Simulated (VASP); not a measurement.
Runs of VASP 6.6.1 on BaTiO3. The typed cell holds 5 atoms: a = 4.007 Å, b = 4.007 Å, c = 4.007 Å, α = 90.00°, β = 90.00°, γ = 90.00°. 

```csv
task,level,cell,k mesh,cutoff (eV),gap on the mesh (eV),pressure (GPa),largest force (eV/Å)
relaxation of cell and atoms,PBE,relaxed,7 × 7 × 7,600,2.60,0.0,0.01
single point,PBEsol,as given,7 × 7 × 7,520,2.74,(b),4.38
single point,BLYP,as given,7 × 7 × 7,520,2.74,19.9,4.71
single point,PBE,as given,3 × 3 × 3,520,(a),14.0,4.49
```

Alike in all rows: potentials or basis VASP PAW PBE potentials, release 64 (Ba_sv, Ti_sv, O); no spin polarisation; smearing fermi-dirac 0.05 eV.

Task: Estimate the missing entries.

Result: (a) 3.03; (b) 7.8.

Caveats: some runs use coarse meshes; spin-orbit coupling is left out, which moves the levels of the heavy elements; the PAW data sets were made with another functional, which shifts forces and pressure a little (some runs); forces of over 1 eV/Å act on the atoms, so gaps and moduli don't describe the material at rest (some runs).

A k mesh can miss the band edges, and the runs leave out spin-orbit coupling on Ba.
